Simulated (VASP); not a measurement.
# Pt (Pm-3m) in VASP: notebook

Pt is run at these levels: BLYP; tasks: single point.

All numbers are computed with VASP 6.6.1; they aren't measurements. Logs are shortened: lines on timing, memory, paths and dates and some standing lists are left out, and cuts for length are marked.

**1. The cell of the first run**

It takes space group Pm-3m (No. 221, cubic). Conventional cell: a = 2.566 Å, b = 2.566 Å, c = 2.566 Å, α = 90.00°, β = 90.00°, γ = 90.00°. Pt (site symmetry m-3m) has 6 Pt at 2.57 Å within 3.4 Å.

**2. Single point, BLYP (volume scaled by 0.88)**

INCAR

```
PREC = Accurate
ENCUT = 520
EDIFF = 1E-6
ISMEAR = -1
SIGMA = 0.1
LREAL = False
LASPH = True
NELM = 100
ALGO = Normal
ISIF = 2
LWAVE = False
LCHARG = False
GGA = B5
ALDAX = 1.0
AGGAX = 1.0
AGGAC = 1.0
ALDAC = 0.0
NBANDS = 11
```

KPOINTS

```
regular mesh
0
Gamma
  13 13 13
```

POSCAR

```
Pt
1.0
    2.5663305465      0.0000000000      0.0000000000
    0.0000000000      2.5663305465      0.0000000000
    0.0000000000      0.0000000000      2.5663305465
Pt
1
Direct
    0.0000000000      0.0000000000      0.0000000000
```

Potentials or basis: VASP PAW PBE potentials, release 64 (Pt).

Launch:

```console
$ cat potpaw_PBE.64/Pt/POTCAR > POTCAR
$ mpirun -np 1 vasp_std > vasp.out
```

OUTCAR:

```text
PREC = Accurate
   ENCUT = 520
   EDIFF = 1E-6
   ISMEAR = -1
   LREAL = False
   LASPH = True
   NELM = 100
   ISIF = 2
   GGA = B5

 ion  position               nearest neighbor table
   1  0.000  0.000  0.000-

  LATTYP: Found a simple cubic cell.
 ALAT       =     2.5663305465

  Lattice vectors:

 A1 = (   2.5663305465,   0.0000000000,   0.0000000000)
 A2 = (   0.0000000000,   2.5663305465,   0.0000000000)
 A3 = (   0.0000000000,   0.0000000000,   2.5663305465)

Analysis of symmetry for initial positions (statically):
=====================================================================
 Subroutine PRICEL returns:
 Original cell was already a primitive cell.

 Routine SETGRP: Setting up the symmetry group for a
 simple cubic supercell.

 Subroutine GETGRP returns: Found 48 space group operations
 (whereof 48 operations were pure point group operations)
 out of a pool of 48 trial point group operations.

The static configuration has the point symmetry O_h .

Analysis of symmetry for dynamics (positions and initial velocities):
=====================================================================
 Subroutine PRICEL returns:
 Original cell was already a primitive cell.

 Routine SETGRP: Setting up the symmetry group for a
 simple cubic supercell.

 Subroutine GETGRP returns: Found 48 space group operations
 (whereof 48 operations were pure point group operations)
 out of a pool of 48 trial point group operations.

The dynamic configuration has the point symmetry O_h .

 Subroutine INISYM returns: Found 48 space group operations
 (whereof 48 operations are pure point group operations),
 and found     1 'primitive' translations

----------------------------------------------------------------------------------------

                                     Primitive cell

  volume of cell :      16.9020

  direct lattice vectors                    reciprocal lattice vectors
     2.566330547  0.000000000  0.000000000     0.389661418  0.000000000  0.000000000
     0.000000000  2.566330547  0.000000000     0.000000000  0.389661418  0.000000000
     0.000000000  0.000000000  2.566330547     0.000000000  0.000000000  0.389661418

  length of vectors
     2.566330547  2.566330547  2.566330547     0.389661418  0.389661418  0.389661418

  position of ions in fractional coordinates (direct lattice)
     0.000000000  0.000000000  0.000000000

  ion indices of the primitive-cell ions
   primitive index   ion index
[... 73 lines left out ...]
   EDIFF  = 0.1E-05   stopping-criterion for ELM
   LREAL  =      F    real-space projection
   EDIFFG = 0.1E-04   stopping-criterion for IOM
   NSW    =      0    number of steps for IOM
   IBRION =     -1    ionic relax: 0-MD 1-quasi-New 2-CG
   NFREE  =      0    steps in history (QN), initial steepest desc. (CG)
   ISIF   =      2    stress and relaxation
   ISYM   =      2    0-nonsym 1-usesym 2-fastsym
   POTIM  = 0.5000    time-step for ionic-motion
   TEBEG  =    0.0;   TEEND  =   0.0 temperature during run
   PSTRESS=    0.0 pullay stress
   NELECT =      10.0000    total number of electrons
   NUPDOWN=      -1.0000    fix difference up-down
   EMIN   =  10.00;   EMAX   =-10.00  energy-range for DOS
   EFERMI =   0.00;   METHOD = LEGACY
   ISMEAR =    -1;   SIGMA  =   0.10  broadening in eV -4-tet -1-fermi 0-gaus
   EFERMI_NEDOS =   21; number of points for ismear=-14 and -15
   IALGO  =     38    algorithm
   IMIX   =      4    mixing-type and parameters
     AMIX     =   0.40;   BMIX     =  1.00
     AMIX_MAG =   1.60;   BMIX_MAG =  1.00
  volume/ion in A,a.u.               =      16.90       114.06
  Fermi-wavevector in a.u.,A,eV,Ry     =   1.374344  2.597134 25.698990  1.888822
  Thomas-Fermi vector in A             =   2.499779
   LORBIT       =      0    0 simple, 1 ext, 2 COOP (PROOUT), +10 PAW based schemes
   GGA     = B5    functional components
   LHFCALC =     F    Hartree Fock is set to
   AEXX    =    0.0000 exact exchange contribution
   IVDW    =     0    specifies the selected vdW correction
   LEPSILON=     F    determine dielectric tensor
   LRPA    =     F    only Hartree local field effects (RPA)
 non-spin polarized calculation
  energy-cutoff  :      520.00
  volume of cell :       16.90
 maximum number of plane-waves:       466
 NGX is ok and might be reduce to    20
   NGX =  9   NGY =  9   NGZ =  9

 number of electron      10.0000000 magnetization

 number of electron       9.9999998 magnetization

 Free energy of the ion-electron system (eV)
  ---------------------------------------------------
  ext. energy  EPLUGINS =         0.00000000
  ---------------------------------------------------
  free energy    TOTEN  =        -4.62711306 eV

  energy without entropy =       -4.58952777  energy(sigma->0) =       -4.60832042

 E-fermi :   9.9180     XC(G=0): -11.9663

 val. band max:        9.9082865780   @ k =   0.0769   0.0769   0.0769
 cond. band min:       9.9312409794   @ k =   0.3846   0.3846   0.1538
 fundamental gap:      0.0229544014
 Fermi energy:         9.9180370031

 k-point     1 :       0.0000    0.0000    0.0000
  band No.  band energies     occupation
      1       0.9929      2.00000
      2       3.6572      2.00000
      3       3.6572      2.00000
      4      10.2142      0.09839
      5      10.2142      0.09838
      6      10.2142      0.09838
      7      25.4705      0.00000
      8      25.4705      0.00000
      9      25.4705      0.00000
     10      32.0195      0.00000
     11      34.5840      0.00000
[... 309 lines left out ...]
 k-point    24 :       0.3846    0.3077    0.0000
  band No.  band energies     occupation
      1       4.2905      2.00000
      2       4.6896      2.00000
      3       8.0916      2.00000
      4       8.3400      2.00000
      5       8.8345      1.99996
      6      10.4825      0.00705
      7      17.5906      0.00000
      8      22.5240      0.00000
      9      27.3193      0.00000
     10      31.4816      0.00000
     11      34.2791      0.00000

 [... further k-points ...]
[... 5 lines left out ...]
  --------------------------------------------------------------------------------------
  -------------------------------------------------------------------------------------
  Total        3.0070915      3.0070915      3.0070915      0.0000000      0.0000000      0.0000000
  in kB      285.0489536    285.0489536    285.0489536      0.0000000      0.0000000      0.0000000
  external PRESSURE =     285.0489536 kB  Pullay stress =       0.0000000 kB

 VOLUME and BASIS-vectors are now :
 -----------------------------------------------------------------------------
  energy-cutoff  :      520.00
  volume of cell :       16.90
      direct lattice vectors                 reciprocal lattice vectors
     2.566330547  0.000000000  0.000000000     0.389661418  0.000000000  0.000000000
     0.000000000  2.566330547  0.000000000     0.000000000  0.389661418  0.000000000
     0.000000000  0.000000000  2.566330547     0.000000000  0.000000000  0.389661418

 POSITION                                       TOTAL-FORCE (eV/Angst)
 -----------------------------------------------------------------------------------
      0.00000      0.00000      0.00000         0.000000      0.000000      0.000000
 -----------------------------------------------------------------------------------
    total drift:                               -0.000000      0.000000      0.000000

  FREE ENERGIE OF THE ION-ELECTRON SYSTEM (eV)
  ---------------------------------------------------
  free  energy   TOTEN  =        -4.6271130640 eV

  energy  without entropy=       -4.5895277681  energy(sigma->0) =       -4.60832042
```

stdout:

```text
POSCAR found type information on POSCAR Pt
 POSCAR found :  1 types and       1 ions
 scaLAPACK will be used
 -----------------------------------------------------------------------------
|                                                                             |
|                                                                             |
|     You enforced a specific xc type in the INCAR file but a different       |
|     I HOPE YOU KNOW WHAT YOU ARE DOING!                                     |
|                                                                             |
 -----------------------------------------------------------------------------

 LDA part: xc-table for (Slater(with rela. corr.)+VWN5), standard interpolation
 POSCAR, INCAR and KPOINTS ok, starting setup
 FFT: planning ... GRIDC
 FFT: planning ... GRID_SOFT
 FFT: planning ... GRID
 WAVECAR not read
 entering main loop
```

Run time: 11 s. Hardware: 1 thread of Intel Xeon Platinum 8259CL at 2.50GHz (Skylake/Cascade Lake), shared host; peak memory 0.13 GiB.

What came out:

- Free energy: -4.6271 eV
- Pressure: 28.5 GPa
- Band gap on the k mesh: zero (band 5 reaches 11.92 eV, above the bottom of band 6 at 8.74 eV)

Levels at points of the mesh, in eV from the Fermi level:
```
           k point  band 1  band 2  band 3  band 4  band 5  band 6  band 7  band 8  band 9  band 10
(0.00, 0.00, 0.00)   -8.93   -6.26   -6.26    0.30    0.30    0.30   15.55   15.55   15.55    22.10
```

Caveat: the cell differs from its parent crystal (volume scaled by 0.88); the PAW data sets were made with another functional, which shifts forces and pressure a little; spin-orbit coupling is left out, which moves the levels of the heavy elements.

**3. Single point, BLYP (volume scaled by 0.92)**

INCAR

```
SYSTEM = Pt
  AGGAC = 1.0
  AGGAX = 1.0
  ALDAC = 0.0
  ALDAX = 1.0
  ALGO = Normal
  EDIFF = 1E-6
  ENCUT = 520
  GGA = B5
  ISIF = 2
  ISMEAR = -1
  LASPH = .TRUE.
  LCHARG = .TRUE.
  LELF = .TRUE.
  LREAL = .FALSE.
  LVHAR = .TRUE.
  LWAVE = .FALSE.
  NBANDS = 11
  NELM = 60
  PREC = Accurate
  SIGMA = 0.1
```

KPOINTS

```
k-points
0
G
  13 13 13
  0 0 0
```

POSCAR

```
Pt
1.0
    2.6046396354      0.0000000000      0.0000000000
    0.0000000000      2.6046396354      0.0000000000
    0.0000000000      0.0000000000      2.6046396354
Pt
1
Direct
    0.0000000000      0.0000000000      0.0000000000
```

Potentials or basis: VASP PAW PBE potentials, release 64 (Pt).

Launch:

```console
$ cat potpaw_PBE.64/Pt/POTCAR > POTCAR
$ mpirun -np 1 vasp_std > vasp.out
```

Wall time 12 s (1 thread of Intel Xeon Platinum 8259CL at 2.50GHz (Skylake/Cascade Lake), shared host); peak memory 0.13 GiB.

It converged, with:

* Free energy: -4.7352 eV
* Pressure: 16.9 GPa
* Band gap on the k mesh: zero (band 5 reaches 11.01 eV, above the bottom of band 6 at 8.06 eV)

Levels at points of the mesh, in eV from the Fermi level:
```
           k point  band 3  band 4  band 5  band 6  band 7  band 8
(0.00, 0.00, 0.00)   -5.87    0.26    0.26    0.26   15.30   15.30
```

Caveat: the cell differs from its parent crystal (volume scaled by 0.92); the PAW data sets were made with another functional, which shifts forces and pressure a little; spin-orbit coupling is left out, which moves the levels of the heavy elements.

**4. Single point, BLYP (volume scaled by 0.96)**

INCAR

```
PREC     = Accurate       # precision mode
ENCUT    = 520            # plane-wave cutoff, eV
EDIFF    = 1E-6           # SCF threshold, eV
ISMEAR   = -1             # smearing method
SIGMA    = 0.1            # smearing width, eV
LREAL    = False          # projectors in reciprocal space
LASPH    = True           # aspherical terms in the spheres
NELM     = 80             # most SCF steps
ALGO     = Normal         # electronic algorithm
ISIF     = 2              # what is computed and relaxed
LWAVE    = False          # write WAVECAR
LCHARG   = False          # write CHGCAR
GGA      = B5             # functional
ALDAX    = 1.0          
AGGAX    = 1.0          
AGGAC    = 1.0          
ALDAC    = 0.0          
NBANDS   = 11             # bands
```

KPOINTS

```
regular mesh
0
Gamma
  13 13 13
```

POSCAR

```
Pt
1.0
    2.6418538009      0.0000000000      0.0000000000
    0.0000000000      2.6418538009      0.0000000000
    0.0000000000      0.0000000000      2.6418538009
Pt
1
Direct
    0.0000000000      0.0000000000      0.0000000000
```

Launch:

```console
$ cat potpaw_PBE.64/Pt/POTCAR > POTCAR
$ mpirun -np 1 vasp_std > vasp.out
```

Run time: 12 s. Hardware: 1 thread of Intel Xeon Platinum 8259CL at 2.50GHz (Skylake/Cascade Lake), shared host; peak memory 0.13 GiB.

Results (log left out):

```
Free energy            : -4.7941 eV
Pressure               : 7.8 GPa
Band gap on the k mesh : zero (band 5 reaches 10.19 eV, above the bottom of band 6 at 7.45 eV)
```

Levels at points of the mesh, in eV from the Fermi level:
| k point | band 3 | band 4 | band 5 | band 6 | band 7 | band 8 |
| --- | --- | --- | --- | --- | --- | --- |
| (0.00, 0.00, 0.00) | -5.51 | 0.22 | 0.22 | 0.22 | 15.06 | 15.06 |

Caveat: the cell differs from its parent crystal (volume scaled by 0.96); the PAW data sets were made with another functional, which shifts forces and pressure a little; spin-orbit coupling is left out, which moves the levels of the heavy elements.

**5. Single point, BLYP**

This run uses another cell than the first one, of 19.21 Å³/atom, 1.136 times its volume.

INCAR

```
SYSTEM = Pt
PREC = Accurate
ENCUT = 520
EDIFF = 1E-7
ISMEAR = -1
SIGMA = 0.1
LREAL = .FALSE.
LASPH = .TRUE.
NELM = 100
ALGO = Normal
ISIF = 2
LWAVE = .FALSE.
LCHARG = .TRUE.
GGA = B5
ALDAX = 1.0
AGGAX = 1.0
AGGAC = 1.0
ALDAC = 0.0
LELF = .TRUE.
LVHAR = .TRUE.
NBANDS = 11
```

KPOINTS

```
Automatic mesh
0
G
  12 12 12
  0 0 0
```

POSCAR

```
Pt
1.0
    2.6780480767      0.0000000000      0.0000000000
    0.0000000000      2.6780480767      0.0000000000
    0.0000000000      0.0000000000      2.6780480767
Pt
1
Direct
    0.0000000000      0.0000000000      0.0000000000
```

Launch:

```console
$ cat potpaw_PBE.64/Pt/POTCAR > POTCAR
$ mpirun -np 1 vasp_std > vasp.out
```

Run time: 12 s. Hardware: 1 thread of Intel Xeon Platinum 8259CL at 2.50GHz (Skylake/Cascade Lake), shared host; peak memory 0.13 GiB.

The run converged. Its results:

```yaml
Free_energy: -4.8130 eV
Pressure: 0.7 GPa
Band_gap_on_the_k_mesh: zero (band 5 reaches 9.65 eV, above the bottom of band 6 at 6.94 eV)
```

Levels at points of the mesh, in eV from the Fermi level:
| k point | band 3 | band 4 | band 5 | band 6 | band 7 | band 8 |
| --- | --- | --- | --- | --- | --- | --- |
| (0.00, 0.00, 0.00) | -5.11 | 0.26 | 0.26 | 0.26 | 14.91 | 14.91 |
| (0.50, 0.00, 0.00) | -1.66 | -1.66 | 0.06 | 0.45 | 4.09 | 16.72 |
| (0.50, 0.50, 0.00) | -1.31 | -1.31 | 1.73 | 4.63 | 4.63 | 8.73 |
| (0.50, 0.50, 0.50) | -4.30 | 1.86 | 1.86 | 9.69 | 9.69 | 9.69 |

Caveat: the PAW data sets were made with another functional, which shifts forces and pressure a little; spin-orbit coupling is left out, which moves the levels of the heavy elements.

**6. Overview**

| cell | k mesh | gap on the mesh (eV) | pressure (GPa) |
| --- | --- | --- | --- |
| a = 2.566 Å, 1 atom | 13 × 13 × 13 | none | 28.5 |
| a = 2.605 Å, 1 atom | 13 × 13 × 13 | none | 16.9 |
| a = 2.642 Å, 1 atom | 13 × 13 × 13 | none | 7.8 |
| a = 2.678 Å, 1 atom | 12 × 12 × 12 | none | 0.7 |

Alike in all rows: task single point; level BLYP; potentials or basis VASP PAW PBE potentials, release 64 (Pt); no spin polarisation; cutoff (eV) 520; smearing fermi-dirac 0.1 eV.

Caveats: the PAW data sets were made with another functional, which shifts forces and pressure a little; spin-orbit coupling is left out, which moves the levels of the heavy elements.

Total energies depend on the potentials used, so only differences within one code and one set of settings carry meaning.
